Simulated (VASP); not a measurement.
# BaTiO3 (R3m) in VASP: single point with r2SCAN

Aim: the single point of BaTiO3 with r2SCAN.

Program: VASP 6.6.1. These are calculated values, not measurements. Logs are shortened: lines on timing, memory, paths and dates and some standing lists are left out, and cuts for length are marked.

## (1) The cell of the first run

The structure is trigonal, space group R3m (No. 160). Conventional cell: a = 5.780 Å, b = 5.780 Å, c = 7.160 Å, α = 90.00°, β = 90.00°, γ = 120.00°. Within 3.7 Å of Ba (site symmetry 3m) lie 12 O at 2.81 to 3.02 Å and 8 Ti at 3.46 to 3.70 Å. Ti (site symmetry 3m) has 6 O at 1.85 to 2.27 Å within 2.5 Å. Within 2.5 Å of O (site symmetry m) lie 2 Ti at 1.85 to 2.27 Å.

## (2) Single point, r2SCAN (13.81 Å³/atom)

POSCAR

```
BaTiO3
1.0
    2.8900430362      1.6685671249      2.3865212988
   -2.8900430362      1.6685671249      2.3865212988
    0.0000000000     -3.3371342499      2.3865212988
Ba Ti O
1 1 3
Direct
   -0.0069860645     -0.0069860645     -0.0069860645
    0.4766035049      0.4766035049      0.4766035049
    0.5112801326      0.5112801326      0.0270222943
    0.0270222943      0.5112801326      0.5112801326
    0.5112801326      0.0270222943      0.5112801326
```

INCAR.step1

```
  ALGO = Normal
  EDIFF = 1E-5
  ENCUT = 1480
  GGA = PE
  GGA_COMPAT = F
  ISMEAR = 0
  LASPH = T
  LCHARG = F
  LREAL = F
  LWAVE = T
  NBANDS = 28
  NELM = 120
  PREC = Accurate
  SIGMA = 0.02
```

INCAR.step2

```
  ALGO = Normal
  EDIFF = 1E-6
  ENCUT = 1480
  GGA_COMPAT = F
  ISIF = 2
  ISMEAR = 0
  ISTART = 1
  LASPH = T
  LCHARG = F
  LMIXTAU = T
  LREAL = F
  LWAVE = F
  METAGGA = R2SCAN
  NBANDS = 28
  NELM = 120
  PREC = Accurate
  SIGMA = 0.02
```

KPOINTS

```
k-points
0
Gamma
  6 6 6
```

Potentials or basis: VASP PAW PBE potentials, release 64 (Ba_sv, Ti_sv, O_h).

Started as:

```sh
cat potpaw_PBE.64/Ba_sv/POTCAR potpaw_PBE.64/Ti_sv/POTCAR potpaw_PBE.64/O_h/POTCAR > POTCAR
cp INCAR.step1 INCAR
mpirun -np 1 vasp_std > vasp.out
cp INCAR.step2 INCAR
mpirun -np 1 vasp_std > vasp.out
```

OUTCAR:

```text
EDIFF = 1E-6
   ENCUT = 1480
   ISIF = 2
   ISMEAR = 0
   ISTART = 1
   LASPH = T
   LREAL = F
   METAGGA = R2SCAN
   NELM = 120
   PREC = Accurate

 ion  position               nearest neighbor table
   1  0.993  0.993  0.993-   3 2.81   4 2.81   5 2.81   3 2.90   3 2.90   4 2.90   5 2.90   5 2.90
                             4 2.90   3 3.02   4 3.02   5 3.02   2 3.46   2 3.51   2 3.51   2 3.51
   2  0.477  0.477  0.477-   4 1.85   5 1.85   3 1.85   1 3.46   1 3.51   1 3.51   1 3.51   1 3.59
                             1 3.59   1 3.59   1 3.70
   3  0.511  0.511  0.027-   2 1.85   1 2.81   1 2.90   1 2.90   1 3.02
   4  0.027  0.511  0.511-   2 1.85   1 2.81   1 2.90   1 2.90   1 3.02
   5  0.511  0.027  0.511-   2 1.85   1 2.81   1 2.90   1 2.90   1 3.02

  LATTYP: Found a trigonal (rhomboedric) cell.
 ALAT       =     4.1026758233
 COS(alpha) =     0.0075601114

  Lattice vectors:

 A1 = (   2.8900430362,   1.6685671249,   2.3865212988)
 A2 = (  -2.8900430362,   1.6685671249,   2.3865212988)
 A3 = (   0.0000000000,  -3.3371342499,   2.3865212988)

Analysis of symmetry for initial positions (statically):
=====================================================================
 Subroutine PRICEL returns:
 Original cell was already a primitive cell.

 Routine SETGRP: Setting up the symmetry group for a
 trigonal (rhombohedral) supercell.

 Subroutine GETGRP returns: Found  6 space group operations
 (whereof  6 operations were pure point group operations)
 out of a pool of 12 trial point group operations.

The static configuration has the point symmetry C_3v.

Analysis of symmetry for dynamics (positions and initial velocities):
=====================================================================
 Subroutine PRICEL returns:
 Original cell was already a primitive cell.

 Routine SETGRP: Setting up the symmetry group for a
 trigonal (rhombohedral) supercell.

 Subroutine GETGRP returns: Found  6 space group operations
 (whereof  6 operations were pure point group operations)
 out of a pool of 12 trial point group operations.

The dynamic configuration has the point symmetry C_3v.

 Subroutine INISYM returns: Found  6 space group operations
 (whereof  6 operations are pure point group operations),
[... 93 lines left out ...]
   PREC   = accura    normal or accurate (medium, high low for compatibility)
   ISTART =      1    job   : 0-new  1-cont  2-samecut
   ICHARG =      0    charge: 1-file 2-atom 10-const
   ISPIN  =      1    spin polarized calculation?
   LNONCOLLINEAR =      F non collinear calculations
   LSORBIT =      F    spin-orbit coupling
   LASPH  =      T    aspherical Exc in radial PAW
   ENCUT  = 1480.0 eV 108.78 Ry   10.43 a.u.  12.87 12.87 12.87*2*pi/ulx,y,z
   NELM   =    120;   NELMIN=  2; NELMDL=  0     # of ELM steps
   EDIFF  = 0.1E-05   stopping-criterion for ELM
   LREAL  =      F    real-space projection
   EDIFFG = 0.1E-04   stopping-criterion for IOM
   NSW    =      0    number of steps for IOM
   IBRION =     -1    ionic relax: 0-MD 1-quasi-New 2-CG
   NFREE  =      0    steps in history (QN), initial steepest desc. (CG)
   ISIF   =      2    stress and relaxation
   ISYM   =      2    0-nonsym 1-usesym 2-fastsym
   POTIM  = 0.5000    time-step for ionic-motion
   TEBEG  =    0.0;   TEEND  =   0.0 temperature during run
   PSTRESS=    0.0 pullay stress
   NELECT =      40.0000    total number of electrons
   NUPDOWN=      -1.0000    fix difference up-down
   EMIN   =  10.00;   EMAX   =-10.00  energy-range for DOS
   EFERMI =   0.00;   METHOD = LEGACY
   ISMEAR =     0;   SIGMA  =   0.02  broadening in eV -4-tet -1-fermi 0-gaus
   EFERMI_NEDOS =   21; number of points for ismear=-14 and -15
   IALGO  =     38    algorithm
   IMIX   =      4    mixing-type and parameters
     AMIX     =   0.40;   BMIX     =  1.00
     AMIX_MAG =   1.60;   BMIX_MAG =  1.00
  volume/ion in A,a.u.               =      13.81        93.19
  Fermi-wavevector in a.u.,A,eV,Ry     =   1.364709  2.578926 25.339898  1.862430
  Thomas-Fermi vector in A             =   2.491001
   LORBIT       =      0    0 simple, 1 ext, 2 COOP (PROOUT), +10 PAW based schemes
   METAGGA = R2SCAN    functional components
   LHFCALC =     F    Hartree Fock is set to
   AEXX    =    0.0000 exact exchange contribution
   IVDW    =     0    specifies the selected vdW correction
   LEPSILON=     F    determine dielectric tensor
   LRPA    =     F    only Hartree local field effects (RPA)
 non-spin polarized calculation
 Gauss-broadening in eV      SIGMA  =   0.02
  energy-cutoff  :     1480.00
  volume of cell :       69.05
 maximum number of plane-waves:      8960
 NGX is ok and might be reduce to    54
   NGX = 25   NGY = 25   NGZ = 25

 number of electron      40.0000000 magnetization

 Free energy of the ion-electron system (eV)
  ---------------------------------------------------
  ext. energy  EPLUGINS =         0.00000000
  ---------------------------------------------------
  free energy    TOTEN  =       -74.27231637 eV

  energy without entropy =      -74.27231637  energy(sigma->0) =      -74.27231637

 E-fermi :   3.3323     XC(G=0): -11.4628

 val. band max:        3.1891313532   @ k =   0.5000   0.5000   0.5000
 cond. band min:       6.3828619965   @ k =   0.1667   0.0000   0.0000
 fundamental gap:      3.1937306434
 Fermi energy:         3.3323394633

 k-point     1 :       0.0000    0.0000    0.0000
  band No.  band energies     occupation
      1     -55.2371      2.00000
      2     -30.4503      2.00000
      3     -30.4465      2.00000
      4     -30.4465      2.00000
      5     -22.4490      2.00000
      6     -14.3794      2.00000
[... 733 lines left out ...]
     27      11.6131      0.00000
     28      12.1132      0.00000

 [... further k-points ...]
[... 5 lines left out ...]
  --------------------------------------------------------------------------------------
  -------------------------------------------------------------------------------------
  Total       -1.7105103     -1.7105103     -1.7835813      0.0000000      0.0000000      0.0000000
  in kB      -39.6891417    -39.6891417    -41.3846161      0.0000000      0.0000000      0.0000000
  external PRESSURE =     -40.2542998 kB  Pullay stress =       0.0000000 kB

 VOLUME and BASIS-vectors are now :
 -----------------------------------------------------------------------------
  energy-cutoff  :     1480.00
  volume of cell :       69.05
      direct lattice vectors                 reciprocal lattice vectors
     2.890043036  1.668567125  2.386521299     0.173007804  0.099886102  0.139673312
    -2.890043036  1.668567125  2.386521299    -0.173007804  0.099886102  0.139673312
     0.000000000 -3.337134250  2.386521299     0.000000000 -0.199772205  0.139673312

 POSITION                                       TOTAL-FORCE (eV/Angst)
 -----------------------------------------------------------------------------------
      0.00000     -0.00000      7.10955         0.000000     -0.000000      0.029881
      0.00000     -0.00000      3.41227         0.000000     -0.000000      0.156254
      0.00000      1.61603      2.50485         0.000000      0.081504     -0.062045
     -1.39953     -0.80802      2.50485        -0.070585     -0.040752     -0.062045
      1.39953     -0.80802      2.50485         0.070585     -0.040752     -0.062045
 -----------------------------------------------------------------------------------
    total drift:                               -0.000000      0.000000     -0.000916

  FREE ENERGIE OF THE ION-ELECTRON SYSTEM (eV)
  ---------------------------------------------------
  free  energy   TOTEN  =       -74.2723163669 eV

  energy  without entropy=      -74.2723163669  energy(sigma->0) =      -74.27231637
```

OSZICAR.step1:

```text
N       E                     dE             d eps       ncg     rms          rms(c)
DAV:   1     0.687159424055E+03    0.68716E+03   -0.37158E+04  1792   0.332E+03
DAV:   2     0.833102201735E+02   -0.60385E+03   -0.57790E+03  1848   0.666E+02
DAV:   3    -0.413602525591E+02   -0.12467E+03   -0.11662E+03  2748   0.219E+02
DAV:   4    -0.501346074906E+02   -0.87744E+01   -0.87407E+01  2396   0.550E+01
DAV:   5    -0.505014372573E+02   -0.36683E+00   -0.36645E+00  2820   0.111E+01    0.238E+01
DAV:   6    -0.403035859475E+02    0.10198E+02   -0.56161E+01  2836   0.678E+01    0.107E+01
DAV:   7    -0.403073407171E+02   -0.37548E-02   -0.14357E+01  2508   0.277E+01    0.747E+00
DAV:   8    -0.401126504835E+02    0.19469E+00   -0.78046E-01  2220   0.743E+00    0.432E+00
DAV:   9    -0.401177928319E+02   -0.51423E-02   -0.58409E-01  2676   0.746E+00    0.192E+00
DAV:  10    -0.400920111302E+02    0.25782E-01   -0.31495E-01  2428   0.528E+00    0.837E-01
DAV:  11    -0.400838632205E+02    0.81479E-02   -0.53096E-02  2436   0.145E+00    0.378E-01
DAV:  12    -0.400830488464E+02    0.81437E-03   -0.11972E-02  2308   0.106E+00    0.171E-01
DAV:  13    -0.400826981025E+02    0.35074E-03   -0.13838E-03  2244   0.398E-01    0.243E-02
DAV:  14    -0.400827203009E+02   -0.22198E-04   -0.14370E-04  2776   0.101E-01    0.170E-02
DAV:  15    -0.400827210052E+02   -0.70431E-06   -0.38661E-05  2060   0.519E-02
   1 F= -.40082721E+02 E0= -.40082721E+02  d E =-.370570E-15
```

Wall time 9.9 min (1 thread of Intel Xeon 6975P-C (Granite Rapids), shared host); peak memory 0.62 GiB.

Results:

```yaml
Free_energy: -74.2723 eV
Pressure: -4.0 GPa
Largest_force: 0.156 eV/Å
Band_gap_on_the_k_mesh: 3.19 eV (least direct gap 3.78 eV)
```

Forces in eV/Å, atoms in the order of the input:
```
Ba   0.000  0.000  0.030
Ti   0.000  0.000  0.156
O    0.000  0.082 -0.062
O   -0.071 -0.041 -0.062
O    0.071 -0.041 -0.062
```

Caveat: the cell stands under tension; the PAW data sets were made with another functional, which shifts forces and pressure a little; spin-orbit coupling is left out, which moves the levels of the heavy elements. A k mesh can miss the band edges.
